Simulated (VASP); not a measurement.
CdSe, 4 atoms in the cell. The typed cell holds 4 atoms: a = 4.300 Å, b = 4.300 Å, c = 7.020 Å, α = 90.00°, β = 90.00°, γ = 120.00°. 

```yaml
Program: VASP 6.6.1
Task: single point
Functional: PBE
Potentials_or_basis: VASP PAW PBE potentials, release 64 (Cd, Se)
Cutoff: 520 eV
k_mesh: 9 × 9 × 4
Occupations: gaussian, width 0.05 eV
Spin: no spin polarisation
Dipole_correction: no
Further_INCAR_settings: ALGO = Normal; EDIFF = 1e-06; NBANDS = 26
```

Potentials or basis: VASP PAW PBE potentials, release 64 (Cd, Se).

Command:

```console
$ cat potpaw_PBE.64/Cd/POTCAR potpaw_PBE.64/Se/POTCAR > POTCAR
$ mpirun -np 1 vasp_std > vasp.out
```

Hardware: 1 thread of Intel(R) Xeon(R) Platinum 8488C (Sapphire Rapids), on a shared host.

**Question.** How long does it take, and how much memory?

**Answer.** It took 3.4 min on 1 thread of Intel(R) Xeon(R) Platinum 8488C (Sapphire Rapids) (shared host), peak memory 0.53 GiB. Counts: scf iterations 14, k points 163.
